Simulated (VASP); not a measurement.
# SnO (P4/nmm) in VASP: further runs

Runs on SnO. Level: PBEsol. Tasks: single point.

Everything below comes from runs of VASP 6.6.1. Logs are shortened: lines on timing, memory, paths and dates and some standing lists are left out, and cuts for length are marked.

## 1. The cell of the first run

The structure is tetragonal, space group P4/nmm (No. 129). The conventional cell has a = 3.920 Å, b = 3.920 Å, c = 4.611 Å, α = 90.00°, β = 90.00°, γ = 90.00°. Within 3.0 Å of Sn (site symmetry 4mm) lie 4 O at 2.26 Å. O (site symmetry -4m2) has 4 Sn at 2.26 Å and 4 O at 2.77 Å within 3.0 Å.

## 2. Single point, PBEsol (strain +0.030 along x and y, -0.030 along z)

INCAR reads:

```
  PREC = Accurate
  ENCUT = 520
  EDIFF = 1E-6
  ISMEAR = 0
  SIGMA = 0.15
  LREAL = False
  LASPH = True
  NELM = 100
  ALGO = Normal
  ISIF = 2
  LWAVE = False
  LCHARG = True
  GGA = PS
  LELF = True
  LVHAR = True
  NBANDS = 28
```

KPOINTS reads:

```
regular mesh
0
Gamma
  12 12 10
```

POSCAR reads:

```
SnO
1.0
    3.9195382016      0.0000000000      0.0000000000
    0.0000000000      3.9195382016      0.0000000000
    0.0000000000      0.0000000000      4.6105896261
Sn O
2 2
Direct
    0.0000000000      0.5000000000      0.2423986461
    0.5000000000      0.0000000000      0.7576013539
    0.0000000000      0.0000000000      0.0000000000
    0.5000000000      0.5000000000      0.0000000000
```

Potentials or basis: VASP PAW PBE potentials, release 64 (Sn_d, O).

Launch:

```bash
$ cat potpaw_PBE.64/Sn_d/POTCAR potpaw_PBE.64/O/POTCAR > POTCAR
$ mpirun -np 1 vasp_std > vasp.out
```

OUTCAR:

```text
PREC = Accurate
   ENCUT = 520
   EDIFF = 1E-6
   ISMEAR = 0
   LREAL = False
   LASPH = True
   NELM = 100
   ISIF = 2
   GGA = PS

 ion  position               nearest neighbor table
   1  0.000  0.500  0.242-   3 2.26   4 2.26   3 2.26   4 2.26   2 3.56   2 3.56   2 3.56   2 3.56
                             2 3.65   2 3.65   2 3.65   2 3.65
   2  0.500  0.000  0.758-   3 2.26   4 2.26   4 2.26   3 2.26   1 3.56   1 3.56   1 3.56   1 3.56
                             1 3.65   1 3.65   1 3.65   1 3.65
   3  0.000  0.000  0.000-   1 2.26   2 2.26   1 2.26   2 2.26
   4  0.500  0.500  0.000-   1 2.26   2 2.26   2 2.26   1 2.26

  LATTYP: Found a simple tetragonal cell.
 ALAT       =     3.9195382016
 C/A-ratio  =     1.1763093990

  Lattice vectors:

 A1 = (   3.9195382016,   0.0000000000,   0.0000000000)
 A2 = (   0.0000000000,   3.9195382016,   0.0000000000)
 A3 = (   0.0000000000,   0.0000000000,   4.6105896261)

Analysis of symmetry for initial positions (statically):
=====================================================================
 Subroutine PRICEL returns:
 Original cell was already a primitive cell.

 Routine SETGRP: Setting up the symmetry group for a
 simple tetragonal supercell.

 Subroutine GETGRP returns: Found 16 space group operations
 (whereof  8 operations were pure point group operations)
 out of a pool of 16 trial point group operations.

The static configuration has the point symmetry D_2d.
 The point group associated with its full space group is D_4h.

Analysis of symmetry for dynamics (positions and initial velocities):
=====================================================================
 Subroutine PRICEL returns:
 Original cell was already a primitive cell.

 Routine SETGRP: Setting up the symmetry group for a
 simple tetragonal supercell.

 Subroutine GETGRP returns: Found 16 space group operations
 (whereof  8 operations were pure point group operations)
 out of a pool of 16 trial point group operations.

The dynamic configuration has the point symmetry D_2d.
 The point group associated with its full space group is D_4h.

 Subroutine INISYM returns: Found 16 space group operations
 (whereof  8 operations are pure point group operations),
 and found     1 'primitive' translations

----------------------------------------------------------------------------------------

                                     Primitive cell

  volume of cell :      70.8315

  direct lattice vectors                    reciprocal lattice vectors
     3.919538202  0.000000000  0.000000000     0.255132097  0.000000000  0.000000000
     0.000000000  3.919538202  0.000000000     0.000000000  0.255132097  0.000000000
     0.000000000  0.000000000  4.610589626     0.000000000  0.000000000  0.216891999

  length of vectors
     3.919538202  3.919538202  4.610589626     0.255132097  0.255132097  0.216891999

  position of ions in fractional coordinates (direct lattice)
     0.000000000  0.500000000  0.242398646
     0.500000000  0.000000000  0.757601354
     0.000000000  0.000000000  0.000000000
     0.500000000  0.500000000  0.000000000

  ion indices of the primitive-cell ions
   primitive index   ion index
                 1           1
                 2           2
                 3           3
                 4           4

----------------------------------------------------------------------------------------

 KPOINTS: regular mesh

Automatic generation of k-mesh.
 Grid dimensions read from file:
 generate k-points for:   12   12   10

 Generating k-lattice:

  Cartesian coordinates                     Fractional coordinates (reciprocal lattice)
     0.021261008  0.000000000  0.000000000     0.083333333  0.000000000  0.000000000
     0.000000000  0.021261008  0.000000000     0.000000000  0.083333333  0.000000000
     0.000000000  0.000000000  0.021689200     0.000000000  0.000000000  0.100000000

  Length of vectors
     0.021261008  0.021261008  0.021689200

  Shift w.r.t. Gamma in fractional coordinates (k-lattice)
     0.000000000  0.000000000  0.000000000

 Subroutine IBZKPT returns following result:
 ===========================================

 Found    168 irreducible k-points:

 Following reciprocal coordinates:
            Coordinates               Weight
  0.000000  0.000000  0.000000      1.000000
  0.083333  0.000000  0.000000      4.000000
  0.166667  0.000000  0.000000      4.000000
  0.250000  0.000000  0.000000      4.000000
  0.333333  0.000000  0.000000      4.000000
  0.416667  0.000000  0.000000      4.000000
[... 16 lines left out ...]
  0.333333  0.333333  0.000000      4.000000
  0.416667  0.333333  0.000000      8.000000
 [... further k-points ...]
   k-points           NKPTS =    168   k-points in BZ     NKDIM =    168   number of bands    NBANDS=     28
   number of dos      NEDOS =    301   number of ions     NIONS =      4
   total plane-waves  NPLWV =  32400
   dimension x,y,z NGX =    30 NGY =   30 NGZ =   36
   dimension x,y,z NGXF=    60 NGYF=   60 NGZF=   72
   ions per type =               2   2
   NGX,Y,Z   is equivalent  to a cutoff of  12.72, 12.72, 12.98 a.u.
   NGXF,Y,Z  is equivalent  to a cutoff of  25.45, 25.45, 25.96 a.u.
 SYSTEM =  unknown system
   PREC   = accura    normal or accurate (medium, high low for compatibility)
   ISTART =      0    job   : 0-new  1-cont  2-samecut
   ICHARG =      2    charge: 1-file 2-atom 10-const
   ISPIN  =      1    spin polarized calculation?
   LNONCOLLINEAR =      F non collinear calculations
   LSORBIT =      F    spin-orbit coupling
   LASPH  =      T    aspherical Exc in radial PAW
   ENCUT  =  520.0 eV  38.22 Ry    6.18 a.u.   7.29  7.29  8.57*2*pi/ulx,y,z
   NELM   =    100;   NELMIN=  2; NELMDL= -5     # of ELM steps
   EDIFF  = 0.1E-05   stopping-criterion for ELM
   LREAL  =      F    real-space projection
   EDIFFG = 0.1E-04   stopping-criterion for IOM
   NSW    =      0    number of steps for IOM
   IBRION =     -1    ionic relax: 0-MD 1-quasi-New 2-CG
   NFREE  =      0    steps in history (QN), initial steepest desc. (CG)
   ISIF   =      2    stress and relaxation
   ISYM   =      2    0-nonsym 1-usesym 2-fastsym
   POTIM  = 0.5000    time-step for ionic-motion
   TEBEG  =    0.0;   TEEND  =   0.0 temperature during run
   PSTRESS=    0.0 pullay stress
   NELECT =      40.0000    total number of electrons
   NUPDOWN=      -1.0000    fix difference up-down
   EMIN   =  10.00;   EMAX   =-10.00  energy-range for DOS
   EFERMI =   0.00;   METHOD = LEGACY
   ISMEAR =     0;   SIGMA  =   0.15  broadening in eV -4-tet -1-fermi 0-gaus
   EFERMI_NEDOS =   21; number of points for ismear=-14 and -15
   IALGO  =     38    algorithm
   IMIX   =      4    mixing-type and parameters
     AMIX     =   0.40;   BMIX     =  1.00
     AMIX_MAG =   1.60;   BMIX_MAG =  1.00
  volume/ion in A,a.u.               =      17.71       119.50
  Fermi-wavevector in a.u.,A,eV,Ry     =   1.353171  2.557123 24.913250  1.831072
  Thomas-Fermi vector in A             =   2.480449
   LORBIT       =      0    0 simple, 1 ext, 2 COOP (PROOUT), +10 PAW based schemes
   GGA     = PS    functional components
   LHFCALC =     F    Hartree Fock is set to
   AEXX    =    0.0000 exact exchange contribution
   IVDW    =     0    specifies the selected vdW correction
   LEPSILON=     F    determine dielectric tensor
   LRPA    =     F    only Hartree local field effects (RPA)
 non-spin polarized calculation
 Gauss-broadening in eV      SIGMA  =   0.15
  energy-cutoff  :      520.00
  volume of cell :       70.83
 maximum number of plane-waves:      1953
 NGX is ok and might be reduce to    30
   NGX = 15   NGY = 15   NGZ = 17

 number of electron      39.9999992 magnetization

 Free energy of the ion-electron system (eV)
  ---------------------------------------------------
  ext. energy  EPLUGINS =         0.00000000
  ---------------------------------------------------
  free energy    TOTEN  =       -24.15499385 eV

  energy without entropy =      -24.15466843  energy(sigma->0) =      -24.15483114

 E-fermi :   6.7279     XC(G=0): -10.4626

 val. band max:        6.4980011657   @ k =   0.1667   0.0833   0.0000
 cond. band min:       6.8002183955   @ k =   0.5000   0.5000   0.0000
 fundamental gap:      0.3022172298
 Fermi energy:         6.7278723771

 k-point     1 :       0.0000    0.0000    0.0000
  band No.  band energies     occupation
      1     -14.9996      2.00000
      2     -14.6256      2.00000
      3     -14.6256      2.00000
      4     -14.5892      2.00000
      5     -14.5838      2.00000
      6     -14.5786      2.00000
[... 20 lines left out ...]
     27      13.4825      0.00000
     28      13.7847      0.00000

 k-point     2 :       0.0833    0.0000    0.0000
  band No.  band energies     occupation
      1     -14.9952      2.00000
      2     -14.6238      2.00000
      3     -14.6237      2.00000
      4     -14.5889      2.00000
      5     -14.5815      2.00000
      6     -14.5786      2.00000
[... 20 lines left out ...]
     27      13.5584      0.00000
     28      14.2784      0.00000

 k-point     3 :       0.1667    0.0000    0.0000
  band No.  band energies     occupation
      1     -14.9824      2.00000
      2     -14.6183      2.00000
      3     -14.6180      2.00000
      4     -14.6115      2.00000
      5     -14.5786      2.00000
      6     -14.5748      2.00000
[... 20 lines left out ...]
     27      13.6557      0.00000
     28      15.3971      0.00000

 k-point     4 :       0.2500    0.0000    0.0000
  band No.  band energies     occupation
      1     -14.9623      2.00000
      2     -14.6727      2.00000
      3     -14.6100      2.00000
      4     -14.6090      2.00000
      5     -14.5784      2.00000
      6     -14.5666      2.00000
[... 20 lines left out ...]
     27      13.8118      0.00000
     28      16.6108      0.00000

 k-point     5 :       0.3333    0.0000    0.0000
  band No.  band energies     occupation
      1     -14.9350      2.00000
      2     -14.7402      2.00000
      3     -14.5998      2.00000
      4     -14.5978      2.00000
      5     -14.5780      2.00000
      6     -14.5647      2.00000
[... 20 lines left out ...]
     27      14.0396      0.00000
     28      16.4664      0.00000

 k-point     6 :       0.4167    0.0000    0.0000
  band No.  band energies     occupation
      1     -14.9002      2.00000
      2     -14.8028      2.00000
      3     -14.5894      2.00000
      4     -14.5861      2.00000
      5     -14.5784      2.00000
      6     -14.5679      2.00000
[... 463 lines left out ...]
      5     -14.5752      2.00000
      6     -14.5708      2.00000
[... 20 lines left out ...]
     27      14.3949      0.00000
     28      14.9925      0.00000

 k-point    22 :       0.5000    0.2500    0.0000
  band No.  band energies     occupation
      1     -14.8886      2.00000
      2     -14.8886      2.00000
      3     -14.5794      2.00000
      4     -14.5794      2.00000
      5     -14.5772      2.00000
      6     -14.5772      2.00000
[... 20 lines left out ...]
     27      14.6831      0.00000
     28      14.6831      0.00000

 k-point    23 :       0.3333    0.3333    0.0000
  band No.  band energies     occupation
      1     -14.9294      2.00000
      2     -14.8479      2.00000
      3     -14.5918      2.00000
      4     -14.5818      2.00000
      5     -14.5767      2.00000
      6     -14.5627      2.00000
[... 20 lines left out ...]
     27      14.0885      0.00000
     28      15.1021      0.00000

 k-point    24 :       0.4167    0.3333    0.0000
  band No.  band energies     occupation
      1     -14.9214      2.00000
      2     -14.8809      2.00000
      3     -14.5835      2.00000
      4     -14.5806      2.00000
      5     -14.5779      2.00000
      6     -14.5616      2.00000
[... 20 lines left out ...]
     27      14.2974      0.00000
     28      14.8263      0.00000

 [... further k-points ...]
[... 5 lines left out ...]
  --------------------------------------------------------------------------------------
  -------------------------------------------------------------------------------------
  Total       -2.1144339     -2.1144339     -0.0476571      0.0000000      0.0000000      0.0000000
  in kB      -47.8275807    -47.8275807     -1.0779839      0.0000000      0.0000000      0.0000000
  external PRESSURE =     -32.2443818 kB  Pullay stress =       0.0000000 kB

 VOLUME and BASIS-vectors are now :
 -----------------------------------------------------------------------------
  energy-cutoff  :      520.00
  volume of cell :       70.83
      direct lattice vectors                 reciprocal lattice vectors
     3.919538202  0.000000000  0.000000000     0.255132097  0.000000000  0.000000000
     0.000000000  3.919538202  0.000000000     0.000000000  0.255132097  0.000000000
     0.000000000  0.000000000  4.610589626     0.000000000  0.000000000  0.216891999

 POSITION                                       TOTAL-FORCE (eV/Angst)
 -----------------------------------------------------------------------------------
      0.00000      1.95977      1.11760         0.000000      0.000000     -0.059687
      1.95977      0.00000      3.49299        -0.000000      0.000000      0.059687
      0.00000      0.00000      0.00000         0.000000     -0.000000      0.000000
      1.95977      1.95977      0.00000         0.000000      0.000000      0.000000
 -----------------------------------------------------------------------------------
    total drift:                                0.000000      0.000000     -0.000000

  FREE ENERGIE OF THE ION-ELECTRON SYSTEM (eV)
  ---------------------------------------------------
  free  energy   TOTEN  =       -24.1549938538 eV

  energy  without entropy=      -24.1546684333  energy(sigma->0) =      -24.15483114
```

Run time: 2 min. Hardware: 1 thread of Intel Xeon 6975P-C (Granite Rapids), shared host; peak memory 0.37 GiB.

What came out:

```
Free energy            : -24.1550 eV
Pressure               : -3.2 GPa
Largest force          : 0.060 eV/Å
Band gap on the k mesh : 0.30 eV (least direct gap 1.73 eV)
```

Forces on the atoms (eV/Å):
```
Sn   0.000  0.000 -0.060
Sn   0.000  0.000  0.060
O    0.000  0.000  0.000
O    0.000  0.000  0.000
```

Caveat: the cell differs from its parent crystal (strain +0.030 along x and y, -0.030 along z); the cell stands under tension; the PAW data sets were made with another functional, which shifts forces and pressure a little; spin-orbit coupling is left out, which moves the levels of the heavy elements.

(Continued in part 2 of 2.)
